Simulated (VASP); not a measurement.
Runs of VASP 6.6.1 on Ta2B2O. The structure is that of space group P-6m2 (No. 187), or close to it. The cells are those of the table. 

```tsv
task	cell	k mesh	cutoff (eV)	gap on the mesh (eV)	pressure (GPa)	relaxed volume (Å³/atom)	largest force (eV/Å)
single point	a = 3.136, b = 3.136, c = 7.365 Å, angles 90.0, 90.0, 120.0°, 5 atoms	6 × 6 × 4	520	none	(a)	-	6.99
relaxation of cell and atoms	relaxed from a = 3.592, b = 3.592, c = 6.095 Å, angles 90.0, 90.0, 120.0°, 5 atoms	12 × 12 × 6	600	none	0.1	13.64	0.01
relaxation of cell and atoms	relaxed from a = 3.136, b = 3.136, c = 7.365 Å, angles 90.0, 90.0, 120.0°, 5 atoms	6 × 6 × 4	600	none	0.2	13.64	0.02
single point	a = 3.592, b = 3.592, c = 6.095 Å, angles 90.0, 90.0, 120.0°, 5 atoms	6 × 6 × 4	520	none	0.6	-	0.01
single point	a = 3.595, b = 3.595, c = 6.087 Å, angles 90.0, 90.0, 120.0°, 5 atoms	12 × 12 × 6	520	none	0.3	-	0.02
```

Alike in all rows: level PBE; potentials or basis VASP PAW PBE potentials, release 64 (Ta_pv, B, O); no spin polarisation; smearing gaussian 0.1 eV.

Question: Fill in the values left out.

Answer: (a) 40.0.

Caveats: some runs use coarse meshes; spin-orbit coupling is left out, which moves the levels of the heavy elements; forces of over 1 eV/Å act on the atoms, so gaps and moduli don't describe the material at rest (some runs).

A k mesh can miss the band edges, and the runs leave out spin-orbit coupling on Ta.

A gap of «none» marks levels without a gap at the run's occupations.
